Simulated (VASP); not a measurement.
# Fe (Im-3m) in VASP: single point with HSE06

Aim: the single point of Fe with HSE06.

All numbers are computed with VASP 6.6.1; they aren't measurements. Logs are shortened: lines on timing, memory, paths and dates and some standing lists are left out, and cuts for length are marked.

**1. The cell of the first run**

The structure is cubic, space group Im-3m (No. 229). Conventional cell: a = 2.866 Å, b = 2.866 Å, c = 2.866 Å, α = 90.00°, β = 90.00°, γ = 90.00°. Fe (site symmetry m-3m) has 14 Fe at 2.48 to 2.87 Å within 3.3 Å.

**2. Single point, HSE06, collinear spin, ferromagnetic start**

File POSCAR:

```
Fe
1.0
    2.8660000000      0.0000000000      0.0000000000
    0.0000000000      2.8660000000      0.0000000000
    0.0000000000      0.0000000000      2.8660000000
Fe
2
Direct
    0.0000000000      0.0000000000      0.0000000000
    0.5000000000      0.5000000000      0.5000000000
```

File INCAR.step1:

```
SYSTEM = Fe
ALGO     = Normal         ! electronic algorithm
EDIFF    = 1E-5           ! SCF threshold, eV
ENCUT    = 520            ! plane-wave cutoff, eV
GGA      = PE             ! functional
GGA_COMPAT= .FALSE.      
ISIF     = 2              ! what is computed and relaxed
ISMEAR   = -1             ! smearing method
ISPIN    = 2              ! spin polarisation
LASPH    = .TRUE.         ! aspherical terms in the spheres
LCHARG   = .FALSE.        ! write CHGCAR
LMAXMIX  = 4              ! l up to which the mixer works
LORBIT   = 11             ! projections on sites
LREAL    = .FALSE.        ! projectors in reciprocal space
LWAVE    = .TRUE.         ! write WAVECAR
MAGMOM   = 2.5 2.5        ! initial moments
NBANDS   = 19             ! bands
NELM     = 200            ! most SCF steps
PREC     = Accurate       ! precision mode
SIGMA    = 0.1            ! smearing width, eV
```

File INCAR.step2:

```
SYSTEM = Fe
ALGO     = Normal         ! electronic algorithm
EDIFF    = 1E-6           ! SCF threshold, eV
ENCUT    = 520            ! plane-wave cutoff, eV
GGA      = PE             ! functional
GGA_COMPAT= .FALSE.      
HFSCREEN = 0.2079         ! screening, 1/A
ISIF     = 2              ! what is computed and relaxed
ISMEAR   = -1             ! smearing method
ISPIN    = 2              ! spin polarisation
ISTART   = 1            
LASPH    = .TRUE.         ! aspherical terms in the spheres
LCHARG   = .FALSE.        ! write CHGCAR
LHFCALC  = .TRUE.         ! exact exchange
LMAXMIX  = 4              ! l up to which the mixer works
LORBIT   = 11             ! projections on sites
LREAL    = .FALSE.        ! projectors in reciprocal space
LWAVE    = .FALSE.        ! write WAVECAR
MAGMOM   = 2.5 2.5        ! initial moments
NBANDS   = 19             ! bands
NELM     = 200            ! most SCF steps
PREC     = Accurate       ! precision mode
PRECFOCK = Normal       
SIGMA    = 0.1            ! smearing width, eV
```

File KPOINTS:

```
k-points
0
G
  4 4 4
  0 0 0
```

Potentials or basis: VASP PAW PBE potentials, release 64 (Fe).

Run with:

```sh
$ cat potpaw_PBE.64/Fe/POTCAR > POTCAR
$ cp INCAR.step1 INCAR
$ mpirun -np 1 vasp_std > vasp.out
$ cp INCAR.step2 INCAR
$ mpirun -np 1 vasp_std > vasp.out
```

OUTCAR:

```text
SYSTEM = Fe
   EDIFF = 1E-6
   ENCUT = 520
   GGA = PE
   HFSCREEN = 0.2079
   ISIF = 2
   ISMEAR = -1
   ISPIN = 2
   ISTART = 1
   LASPH = .TRUE.
   LHFCALC = .TRUE.
   LORBIT = 11
   LREAL = .FALSE.
   NELM = 200
   PREC = Accurate
   PRECFOCK = Normal

 ion  position               nearest neighbor table
   1  0.000  0.000  0.000-   2 2.48   2 2.48   2 2.48   2 2.48   2 2.48   2 2.48   2 2.48   2 2.48

   2  0.500  0.500  0.500-   1 2.48   1 2.48   1 2.48   1 2.48   1 2.48   1 2.48   1 2.48   1 2.48

  LATTYP: Found a simple cubic cell.
 ALAT       =     2.8660000000

  Lattice vectors:

 A1 = (   2.8660000000,   0.0000000000,   0.0000000000)
 A2 = (   0.0000000000,   2.8660000000,   0.0000000000)
 A3 = (   0.0000000000,   0.0000000000,   2.8660000000)

Analysis of symmetry for initial positions (statically):
=====================================================================
 Subroutine PRICEL returns following result:

  LATTYP: Found a body centered cubic cell.
 ALAT       =     2.8660000000

  Lattice vectors:

 A1 = (   1.4330000000,   1.4330000000,  -1.4330000000)
 A2 = (  -1.4330000000,   1.4330000000,   1.4330000000)
 A3 = (   1.4330000000,  -1.4330000000,   1.4330000000)

   2 primitive cells build up your supercell.

 Routine SETGRP: Setting up the symmetry group for a
 simple cubic supercell.

 Subroutine GETGRP returns: Found 48 space group operations
 (whereof 48 operations were pure point group operations)
 out of a pool of 48 trial point group operations.

The static configuration has the point symmetry O_h .

Analysis of symmetry for dynamics (positions and initial velocities):
=====================================================================
 Subroutine PRICEL returns following result:

  LATTYP: Found a body centered cubic cell.
 ALAT       =     2.8660000000

  Lattice vectors:

 A1 = (   1.4330000000,   1.4330000000,  -1.4330000000)
 A2 = (  -1.4330000000,   1.4330000000,   1.4330000000)
 A3 = (   1.4330000000,  -1.4330000000,   1.4330000000)

   2 primitive cells build up your supercell.

 Routine SETGRP: Setting up the symmetry group for a
 simple cubic supercell.

 Subroutine GETGRP returns: Found 48 space group operations
 (whereof 48 operations were pure point group operations)
 out of a pool of 48 trial point group operations.

The dynamic configuration has the point symmetry O_h .

Analysis of structural, dynamic, and magnetic symmetry:
=====================================================================
 Subroutine PRICEL returns following result:

  LATTYP: Found a body centered cubic cell.
 ALAT       =     2.8660000000

  Lattice vectors:

 A1 = (   1.4330000000,   1.4330000000,  -1.4330000000)
 A2 = (  -1.4330000000,   1.4330000000,   1.4330000000)
 A3 = (   1.4330000000,  -1.4330000000,   1.4330000000)

   2 primitive cells build up your supercell.

 Routine SETGRP: Setting up the symmetry group for a
 simple cubic supercell.

 Subroutine GETGRP returns: Found 48 space group operations
 (whereof 48 operations were pure point group operations)
 out of a pool of 48 trial point group operations.

The overall configuration has the point symmetry O_h .

 Subroutine INISYM returns: Found 48 space group operations
 (whereof 48 operations are pure point group operations),
 and found     2 'primitive' translations

----------------------------------------------------------------------------------------

                                     Primitive cell

  volume of cell :      11.7706

  direct lattice vectors                    reciprocal lattice vectors
     1.433000000  1.433000000 -1.433000000     0.348918353  0.348918353  0.000000000
    -1.433000000  1.433000000  1.433000000     0.000000000  0.348918353  0.348918353
     1.433000000 -1.433000000  1.433000000     0.348918353  0.000000000  0.348918353

  length of vectors
     2.482028807  2.482028807  2.482028807     0.493445067  0.493445067  0.493445067

  position of ions in fractional coordinates (direct lattice)
     0.000000000  0.000000000  0.000000000

  ion indices of the primitive-cell ions
   primitive index   ion index
                 1           1

----------------------------------------------------------------------------------------

 KPOINTS: k-points

Automatic generation of k-mesh.
 Grid dimensions read from file:
 generate k-points for:    4    4    4

 Generating k-lattice:

  Cartesian coordinates                     Fractional coordinates (reciprocal lattice)
     0.087229588  0.000000000  0.000000000     0.250000000  0.000000000  0.000000000
     0.000000000  0.087229588  0.000000000     0.000000000  0.250000000  0.000000000
     0.000000000  0.000000000  0.087229588     0.000000000  0.000000000  0.250000000

  Length of vectors
     0.087229588  0.087229588  0.087229588

  Shift w.r.t. Gamma in fractional coordinates (k-lattice)
     0.000000000  0.000000000  0.000000000

 Subroutine IBZKPT returns following result:
 ===========================================

 Found     10 irreducible k-points:

 Following reciprocal coordinates:
            Coordinates               Weight
  0.000000  0.000000  0.000000      1.000000
  0.250000  0.000000  0.000000      6.000000
  0.500000  0.000000  0.000000      3.000000
  0.250000  0.250000  0.000000     12.000000
  0.500000  0.250000  0.000000     12.000000
  0.500000  0.500000  0.000000      3.000000
  0.250000  0.250000  0.250000      8.000000
  0.500000  0.250000  0.250000     12.000000
  0.500000  0.500000  0.250000      6.000000
  0.500000  0.500000  0.500000      1.000000
   k-points           NKPTS =     10   k-points in BZ     NKDIM =     64   number of bands    NBANDS=     19
   number of dos      NEDOS =    301   number of ions     NIONS =      2
   total plane-waves  NPLWV =  13824
   dimension x,y,z NGX =    24 NGY =   24 NGZ =   24
   dimension x,y,z NGXF=    48 NGYF=   48 NGZF=   48
   ions per type =               2
   NGX,Y,Z   is equivalent  to a cutoff of  13.92, 13.92, 13.92 a.u.
   NGXF,Y,Z  is equivalent  to a cutoff of  27.84, 27.84, 27.84 a.u.
 SYSTEM =  Fe
   PREC   = accura    normal or accurate (medium, high low for compatibility)
   ISTART =      1    job   : 0-new  1-cont  2-samecut
   ICHARG =      0    charge: 1-file 2-atom 10-const
   ISPIN  =      2    spin polarized calculation?
   LNONCOLLINEAR =      F non collinear calculations
   LSORBIT =      F    spin-orbit coupling
   LASPH  =      T    aspherical Exc in radial PAW
   ENCUT  =  520.0 eV  38.22 Ry    6.18 a.u.   5.33  5.33  5.33*2*pi/ulx,y,z
   NELM   =    200;   NELMIN=  2; NELMDL=  0     # of ELM steps
   EDIFF  = 0.1E-05   stopping-criterion for ELM
   LREAL  =      F    real-space projection
   EDIFFG = 0.1E-04   stopping-criterion for IOM
   NSW    =      0    number of steps for IOM
   IBRION =     -1    ionic relax: 0-MD 1-quasi-New 2-CG
   NFREE  =      0    steps in history (QN), initial steepest desc. (CG)
   ISIF   =      2    stress and relaxation
   ISYM   =      3    0-nonsym 1-usesym 2-fastsym
   POTIM  = 0.5000    time-step for ionic-motion
   TEBEG  =    0.0;   TEEND  =   0.0 temperature during run
   PSTRESS=    0.0 pullay stress
   NELECT =      16.0000    total number of electrons
   NUPDOWN=      -1.0000    fix difference up-down
   EMIN   =  10.00;   EMAX   =-10.00  energy-range for DOS
   EFERMI =   0.00;   METHOD = LEGACY
   ISMEAR =    -1;   SIGMA  =   0.10  broadening in eV -4-tet -1-fermi 0-gaus
   EFERMI_NEDOS =   21; number of points for ismear=-14 and -15
   IALGO  =     38    algorithm
   IMIX   =      1    mixing-type and parameters
     AMIX     =   0.40;   BMIX     =  1.00
     AMIX_MAG =   1.60;   BMIX_MAG =  1.00
  volume/ion in A,a.u.               =      11.77        79.43
  Fermi-wavevector in a.u.,A,eV,Ry     =   1.439368  2.720012 28.188298  2.071781
  Thomas-Fermi vector in A             =   2.558232
   LORBIT       =     11    0 simple, 1 ext, 2 COOP (PROOUT), +10 PAW based schemes
   GGA     = PE    functional components
   LHFCALC =     T    Hartree Fock is set to
   PRECFOCK=normal    Normal, Fast or Accurate (Low or Medium for compatibility)
   ENCUT4O =  -1.0   cutoff for four orbital integrals eV
   NKREDX  =     1    reduce k-point grid by
   NKREDY  =     1    reduce k-point grid by
   NKREDZ  =     1    reduce k-point grid by
   AEXX    =    0.2500 exact exchange contribution
   HFSCREEN=    0.2079 screening length (either q_TF or 0.3 A-1)
   HFSCREENC=   0.2079 screening length for correlation (either q_TF or 0.3 A-1)
   ENCUTFOCK=  -1.0 apply spherical cutoff to Coloumb kernel
   IVDW    =     0    specifies the selected vdW correction
   LEPSILON=     F    determine dielectric tensor
   LRPA    =     F    only Hartree local field effects (RPA)
 spin polarized calculation
  energy-cutoff  :      520.00
  volume of cell :       23.54
 maximum number of plane-waves:       647
 NGX is ok and might be reduce to    24
  NGX = 16; NGY = 16; NGZ = 16

 number of electron      15.9999992 magnetization       5.7821910

 Free energy of the ion-electron system (eV)
  ---------------------------------------------------
  ext. energy  EPLUGINS =         0.00000000
  ---------------------------------------------------
  free energy    TOTEN  =       -23.05462108 eV

  energy without entropy =      -23.03363763  energy(sigma->0) =      -23.04412935

 E-fermi :   5.6074     XC(G=0): -10.5098

 val. band max:        5.3698368509   @ k =   0.5000   0.5000   0.0000
 cond. band min:       5.7789036732   @ k =   0.2500   0.2500   0.0000
 fundamental gap:      0.4090668223
 Fermi energy:         5.6074092019

 spin component 1

 k-point     1 :       0.0000    0.0000    0.0000
  band No.  band energies     occupation
      1      -3.8345      1.00000
      2      -1.6160      1.00000
      3      -1.6160      1.00000
      4       0.5987      1.00000
      5       0.5987      1.00000
      6       0.5987      1.00000
[... 11 lines left out ...]
     18      31.4279      0.00000
     19      31.4279      0.00000
[... 180 lines left out ...]
      2       0.0202      1.00000
      3       0.0202      1.00000
      4       0.0202      1.00000
      5       0.0202      1.00000
      6       0.0202      1.00000
[... 11 lines left out ...]
     18      16.8388      0.00000
     19      45.2999      0.00000
 Fermi energy:         5.6074092019

 spin component 2

 k-point     1 :       0.0000    0.0000    0.0000
  band No.  band energies     occupation
      1      -4.2386      1.00000
      2       2.8458      1.00000
      3       2.8459      1.00000
      4       6.5808      0.00006
      5       6.5810      0.00006
      6       6.5810      0.00006
[... 11 lines left out ...]
     18      30.7343      0.00000
     19      30.7343      0.00000
[... 181 lines left out ...]
      3       3.7169      1.00000
      4       3.7169      1.00000
      5       3.7169      1.00000
      6       3.7169      1.00000
[... 11 lines left out ...]
     18      17.5977      0.00000
     19      44.7132      0.00000

------------------------ aborting loop because EDIFF is reached ----------------------------------------

  FORCE on cell =-STRESS in cart. coord.  units (eV):
  Direction    XX          YY          ZZ          XY          YZ          ZX
  --------------------------------------------------------------------------------------
  -------------------------------------------------------------------------------------
  Total        1.5930295      1.5930295      1.5930295     -0.0000000     -0.0000000      0.0000000
  in kB      108.4191137    108.4191137    108.4191137     -0.0000000     -0.0000000      0.0000000
  external PRESSURE =     108.4191137 kB  Pullay stress =       0.0000000 kB

 VOLUME and BASIS-vectors are now :
 -----------------------------------------------------------------------------
  energy-cutoff  :      520.00
  volume of cell :       23.54
      direct lattice vectors                 reciprocal lattice vectors
     2.866000000  0.000000000  0.000000000     0.348918353  0.000000000  0.000000000
     0.000000000  2.866000000  0.000000000     0.000000000  0.348918353  0.000000000
     0.000000000  0.000000000  2.866000000     0.000000000  0.000000000  0.348918353

 POSITION                                       TOTAL-FORCE (eV/Angst)
 -----------------------------------------------------------------------------------
      0.00000      0.00000      0.00000        -0.000000      0.000000     -0.000000
      1.43300      1.43300      1.43300         0.000000     -0.000000      0.000000
 -----------------------------------------------------------------------------------
    total drift:                               -0.000017     -0.000029     -0.000018

  FREE ENERGIE OF THE ION-ELECTRON SYSTEM (eV)
  ---------------------------------------------------
  free  energy   TOTEN  =       -23.0546210792 eV

  energy  without entropy=      -23.0336376255  energy(sigma->0) =      -23.04412935

 total charge

# of ion       s       p       d       tot
------------------------------------------
    1        0.503   0.563   6.159   7.225
    2        0.503   0.563   6.159   7.225
--------------------------------------------------
tot          1.005   1.127  12.318  14.450

 magnetization (x)

# of ion       s       p       d       tot
------------------------------------------
    1       -0.025  -0.141   3.102   2.937
    2       -0.025  -0.141   3.102   2.937
--------------------------------------------------
tot         -0.050  -0.281   6.205   5.873
```

It took 15 min on 1 thread of AMD EPYC 9755, shared host; peak memory 0.21 GiB.

Results:

```yaml
Free_energy: -23.0546 eV
Pressure: 10.8 GPa
Net_moment: 5.78 μB per cell
Site_moments: Fe +2.94 μB
Valence_electrons_inside_the_program's_atomic_spheres: Fe 7.22
```

Caveat: the k points lie up to 0.55 Å⁻¹ apart; the PAW data sets were made with another functional, which shifts forces and pressure a little.
